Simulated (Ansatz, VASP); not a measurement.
One calculation of Zr, two programs

Contents of INCAR:

```
  PREC = Accurate
  ENCUT = 520
  EDIFF = 1E-6
  ISMEAR = -1
  SIGMA = 0.1
  LREAL = False
  LASPH = True
  NELM = 100
  ALGO = Normal
  ISIF = 2
  LWAVE = False
  LCHARG = False
  GGA = PS
  NBANDS = 19
```

Contents of KPOINTS:

```
regular mesh
0
Gamma
  12 12 12
```

POSCAR

```
Zr
1.0
    0.0000000000      2.8254859973      2.8254859973
    2.8254859973      0.0000000000      2.8254859973
    2.8254859973      2.8254859973      0.0000000000
Zr
2
Direct
   -0.1250000000     -0.1250000000     -0.1250000000
    0.1250000000      0.1250000000      0.1250000000
```

Input for Ansatz:

```yaml
crystal:
  lattice:
    - [0.0, 2.8254859973, 2.8254859973]
    - [2.8254859973, 0.0, 2.8254859973]
    - [2.8254859973, 2.8254859973, 0.0]
  atoms:
    - { symbol: Zr, position: [-0.125, -0.125, -0.125] }
    - { symbol: Zr, position: [0.125, 0.125, 0.125] }
kpoints:
  mp_grid: { grid: [12, 12, 12] }
scf:
  occupations: { method: fermi_dirac, width: 0.1 }
hamiltonian:
  xc: pbesol
  pseudopotentials: { kind: all_electron, lapw: { basis_error: 0.001 } }
output:
  forces: true
  stress: true
  eigenvalues: true
  populations: true
```

Change from the starting cell: volume scaled by 0.78, LAPW.

Alike in both runs: task single point; functional PBEsol; k mesh 12 × 12 × 12; occupations fermi-dirac, width 0.1 eV; no spin polarisation.

|  | VASP | Ansatz |
| --- | --- | --- |
| version | VASP 6.6.1 | Ansatz 0.2.0 |
| potentials or method | VASP PAW PBE potentials, release 64 (Zr_sv), cutoff 520 eV | all-electron LAPW, scalar-relativistic |

Ansatz gave:

| Property | Result |
| --- | --- |
| pressure (GPa) | 14.8 |

Question: What did VASP give for the same quantities?

Answer: Pressure (GPa): 15.3.

VASP's potentials were made for PBE, not for PBEsol. Ansatz ran all-electron here, and VASP with PAW potentials.
